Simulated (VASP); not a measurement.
# Nb3C4 (Pm-3m) in VASP: notebook, part 2 of 2

VASP 6.6.1. Earlier steps stand in the parts before.

## Step 3: Single point, PBE

This run uses another cell than the first one, of 12.08 Å³/atom.

Contents of INCAR:

```
SYSTEM = Nb3C4
PREC = Accurate
ENCUT = 520
EDIFF = 1E-6
ISMEAR = 0
SIGMA = 0.1
LREAL = .FALSE.
LASPH = .TRUE.
NELM = 100
ALGO = Normal
ISIF = 2
LWAVE = .FALSE.
LCHARG = .TRUE.
GGA = PE
LELF = .TRUE.
LVHAR = .TRUE.
NBANDS = 36
```

Contents of KPOINTS:

```
Automatic mesh
0
G
  4 4 4
  0 0 0
```

Contents of POSCAR:

```
Nb3C4
1.0
    4.3897078944      0.0000000000      0.0000000000
    0.0000000000      4.3897078944      0.0000000000
    0.0000000000      0.0000000000      4.3897078944
Nb C
3 4
Direct
    0.0000000000      0.5000000000      0.5000000000
    0.5000000000      0.0000000000      0.5000000000
    0.5000000000      0.5000000000      0.0000000000
    0.5000000000      0.0000000000      0.0000000000
    0.0000000000      0.5000000000      0.0000000000
    0.0000000000      0.0000000000      0.5000000000
    0.0000000000      0.0000000000      0.0000000000
```

Potentials or basis: VASP PAW PBE potentials, release 64 (Nb_sv, C).

Launch:

```bash
cat potpaw_PBE.64/Nb_sv/POTCAR potpaw_PBE.64/C/POTCAR > POTCAR
mpirun -np 1 vasp_std > vasp.out
```

Wall time 50 s (1 thread of Intel Xeon Platinum 8488C (Sapphire Rapids), shared host); peak memory 0.2 GiB.

The run converged. Its results:

* Free energy: -59.6979 eV
* Pressure: 0.0 GPa
* Band gap on the k mesh: zero (an odd number of electrons rules out a gap without spin polarisation)

Levels at points of the mesh, in eV from the Fermi level:
```csv
k point,band 26,band 27,band 28,band 29,band 30,band 31
"(0.00, 0.00, 0.00)",-0.12,-0.08,-0.08,-0.08,1.05,1.05
"(0.50, 0.00, 0.00)",-1.34,0.16,0.60,0.60,0.72,1.23
"(0.50, 0.50, 0.00)",-0.60,-0.19,-0.19,0.75,0.90,0.90
"(0.50, 0.50, 0.50)",-0.77,-0.64,-0.64,0.71,0.71,0.71
```

## Step 4: Relaxation of cell and atoms, PBE

Contents of INCAR:

```
PREC = Accurate
ENCUT = 600
EDIFF = 1E-7
ISMEAR = 0
SIGMA = 0.1
LREAL = F
LASPH = T
NELM = 100
ALGO = Normal
ISIF = 3
LWAVE = F
LCHARG = F
GGA = PE
IBRION = 2
NSW = 90
EDIFFG = -0.04
```

Contents of KPOINTS:

```
Automatic mesh
0
Gamma
  4 4 4
```

Edit POSCAR of step 3 so:

```diff
@@ -2,5 +2,5 @@
 1.0
-    4.3897078944      0.0000000000      0.0000000000
-    0.0000000000      4.3897078944      0.0000000000
-    0.0000000000      0.0000000000      4.3897078944
+    3.8192321900      0.0000000000      0.0000000000
+    0.0000000000      3.8192321900      0.0000000000
+    0.0000000000      0.0000000000      3.8192321900
 Nb C
```

Launch:

```bash
cat potpaw_PBE.64/Nb_sv/POTCAR potpaw_PBE.64/C/POTCAR > POTCAR
mpirun -np 1 vasp_std > vasp.out
```

Run time: 3.4 min. Hardware: 1 thread of Intel Xeon Platinum 8488C (Sapphire Rapids), shared host; peak memory 0.18 GiB.

Results (log left out):

```
Free energy                           : -59.6629 eV
Relaxed volume                        : 12.05 Å³/atom
Relaxed cell                          : a = 4.386 Å, b = 4.386 Å, c = 4.386 Å, α = 90.00°, β = 90.00°, γ = 90.00°
Space group after relaxing (to 0.1 Å) : Pm-3m (No. 221)
Pressure after relaxing               : 0.3 GPa
Band gap on the k mesh                : zero (an odd number of electrons rules out a gap without spin polarisation)
```

Final structure:
```xyz
7
Lattice="4.3859 0.0000 0.0000 0.0000 4.3859 0.0000 0.0000 0.0000 4.3859" Properties=species:S:1:pos:R:3 pbc="T T T"
Nb    0.0000    2.1930    2.1930
Nb    2.1930    0.0000    2.1930
Nb    2.1930    2.1930    0.0000
C     2.1930    0.0000    0.0000
C     0.0000    2.1930    0.0000
C     0.0000    0.0000    2.1930
C     0.0000    0.0000    0.0000
```

Levels at points of the mesh, in eV from the Fermi level:
| k point | band 26 | band 27 | band 28 | band 29 | band 30 | band 31 |
| --- | --- | --- | --- | --- | --- | --- |
| (0.00, 0.00, 0.00) | -0.11 | -0.08 | -0.08 | -0.08 | 1.05 | 1.05 |
| (0.50, 0.00, 0.00) | -1.35 | 0.16 | 0.60 | 0.60 | 0.72 | 1.23 |
| (0.50, 0.50, 0.00) | -0.60 | -0.19 | -0.19 | 0.75 | 0.90 | 0.90 |
| (0.50, 0.50, 0.50) | -0.77 | -0.65 | -0.65 | 0.71 | 0.71 | 0.71 |

Caveat: the k points lie up to 0.36 Å⁻¹ apart in the final cell, too coarse for converged energies and pressures of a metal; the volume moved by over 15 % at a fixed basis, so the end points are rough.

## Step 5: Single point, PBE

This run uses another cell than the first one, of 12.10 Å³/atom.

Contents of INCAR:

```
SYSTEM = Nb3C4
PREC     = Accurate       ! precision mode
ENCUT    = 520            ! plane-wave cutoff, eV
EDIFF    = 1E-6           ! SCF threshold, eV
ISMEAR   = 0              ! smearing method
SIGMA    = 0.1            ! smearing width, eV
LREAL    = .FALSE.        ! projectors in reciprocal space
LASPH    = .TRUE.         ! aspherical terms in the spheres
NELM     = 80             ! most SCF steps
ALGO     = Normal         ! electronic algorithm
ISIF     = 2              ! what is computed and relaxed
LWAVE    = .FALSE.        ! write WAVECAR
LCHARG   = .FALSE.        ! write CHGCAR
GGA      = PE             ! functional
NBANDS   = 36             ! bands
```

Contents of KPOINTS:

```
regular mesh
0
G
  8 8 8
  0 0 0
```

Edit POSCAR of step 4 so:

```diff
@@ -2,5 +2,5 @@
 1.0
-    3.8192321900      0.0000000000      0.0000000000
-    0.0000000000      3.8192321900      0.0000000000
-    0.0000000000      0.0000000000      3.8192321900
+    4.3918770777      0.0000000000      0.0000000000
+    0.0000000000      4.3918770777      0.0000000000
+    0.0000000000      0.0000000000      4.3918770777
 Nb C
```

Launch:

```bash
cat potpaw_PBE.64/Nb_sv/POTCAR potpaw_PBE.64/C/POTCAR > POTCAR
mpirun -np 1 vasp_std > vasp.out
```

Run time: 2.2 min. Hardware: 1 thread of Intel Xeon Platinum 8488C (Sapphire Rapids), shared host; peak memory 0.24 GiB.

The run converged. Its results:

* Free energy: -59.7766 eV
* Pressure: -0.3 GPa
* Band gap on the k mesh: zero (an odd number of electrons rules out a gap without spin polarisation)

Levels at points of the mesh, in eV from the Fermi level:
```
           k point  band 24  band 25  band 26  band 27  band 28  band 29  band 30  band 31  band 32  band 33
(0.00, 0.00, 0.00)    -0.01    -0.01    -0.01     0.01     0.01     0.01     1.07     1.07     1.07     2.37
(0.50, 0.00, 0.00)    -1.42    -1.29    -1.29     0.20     0.62     0.62     0.73     1.52     1.78     1.96
(0.50, 0.50, 0.00)    -1.38    -1.22    -0.48    -0.23    -0.23     0.90     1.18     1.18     1.83     2.05
(0.50, 0.50, 0.50)    -0.80    -0.80    -0.80    -0.53    -0.53     0.88     1.00     1.00     1.00     3.24
```

## Step 6: Relaxation of cell and atoms, PBE

This run uses another cell than the first one, of 12.08 Å³/atom.

Contents of INCAR:

```
PREC     = Accurate       # precision mode
ENCUT    = 600            # plane-wave cutoff, eV
EDIFF    = 1E-6           # SCF threshold, eV
ISMEAR   = 0              # smearing method
SIGMA    = 0.1            # smearing width, eV
LREAL    = F              # projectors in reciprocal space
LASPH    = T              # aspherical terms in the spheres
NELM     = 60             # most SCF steps
ALGO     = Normal         # electronic algorithm
ISIF     = 3              # what is computed and relaxed
LWAVE    = F              # write WAVECAR
LCHARG   = F              # write CHGCAR
GGA      = PE             # functional
IBRION   = 2              # ionic algorithm
NSW      = 100            # ionic steps
EDIFFG   = -0.01          # ionic threshold
```

Contents of KPOINTS:

```
regular mesh
0
Gamma
  8 8 8
```

Edit POSCAR of step 5 so:

```diff
@@ -2,5 +2,5 @@
 1.0
-    4.3918770777      0.0000000000      0.0000000000
-    0.0000000000      4.3918770777      0.0000000000
-    0.0000000000      0.0000000000      4.3918770777
+    4.3897078944      0.0000000000      0.0000000000
+    0.0000000000      4.3897078944      0.0000000000
+    0.0000000000      0.0000000000      4.3897078944
 Nb C
```

Potentials or basis: VASP PAW PBE potentials, release 64 (Nb_sv, C).

Launch:

```bash
cat potpaw_PBE.64/Nb_sv/POTCAR potpaw_PBE.64/C/POTCAR > POTCAR
mpirun -np 1 vasp_std > vasp.out
```

Wall time 2.3 min (1 thread of Intel Xeon Platinum 8488C (Sapphire Rapids), shared host); peak memory 0.25 GiB.

The run converged. Its results:

- Free energy: -59.7788 eV
- Pressure after relaxing: -0.1 GPa
- Band gap on the k mesh: zero (an odd number of electrons rules out a gap without spin polarisation)

Final structure:
```
Nb C
1.0
     4.38971    0.00000    0.00000
     0.00000    4.38971    0.00000
     0.00000    0.00000    4.38971
Nb C
3 4
Direct
  0.00000 0.50000 0.50000
  0.50000 0.00000 0.50000
  0.50000 0.50000 0.00000
  0.50000 0.00000 0.00000
  0.00000 0.50000 0.00000
  0.00000 0.00000 0.50000
  0.00000 0.00000 0.00000
```

Levels at points of the mesh, in eV from the Fermi level:
| k point | band 25 | band 26 | band 27 | band 28 | band 29 | band 30 | band 31 | band 32 |
| --- | --- | --- | --- | --- | --- | --- | --- | --- |
| (0.00, 0.00, 0.00) | 0.00 | 0.00 | 0.01 | 0.01 | 0.01 | 1.07 | 1.07 | 1.07 |
| (0.50, 0.00, 0.00) | -1.29 | -1.29 | 0.20 | 0.62 | 0.62 | 0.73 | 1.52 | 1.78 |
| (0.50, 0.50, 0.00) | -1.23 | -0.48 | -0.23 | -0.23 | 0.90 | 1.18 | 1.18 | 1.83 |
| (0.50, 0.50, 0.50) | -0.80 | -0.80 | -0.54 | -0.54 | 0.88 | 1.00 | 1.00 | 1.00 |

Caveat: the relaxation stopped at its first step, so nothing moved.

## Step 7: Summary

| task | cell | k mesh | cutoff (eV) | gap on the mesh (eV) | pressure (GPa) |
| --- | --- | --- | --- | --- | --- |
| single point | a = 3.819 Å, 7 atoms | 4 × 4 × 4 | 520 | none | 198.3 |
| single point | a = 4.390 Å, 7 atoms | 4 × 4 × 4 | 520 | none | 0.0 |
| relaxation of cell and atoms | relaxed from a = 3.819 Å, 7 atoms | 4 × 4 × 4 | 600 | none | 0.3 |
| single point | a = 4.392 Å, 7 atoms | 8 × 8 × 8 | 520 | none | -0.3 |
| relaxation of cell and atoms | relaxed from a = 4.390 Å, 7 atoms | 8 × 8 × 8 | 600 | none | -0.1 |

Alike in all rows: level PBE; potentials or basis VASP PAW PBE potentials, release 64 (Nb_sv, C); no spin polarisation; smearing gaussian 0.1 eV.

Caveats: some runs use coarse meshes; the volume moved by over 15 % at a fixed basis, so the end points are rough (at least some runs); the relaxation stopped at its first step, so nothing moved (at least some runs).

Total energies depend on the potentials used, so only differences within one code and one set of settings carry meaning.
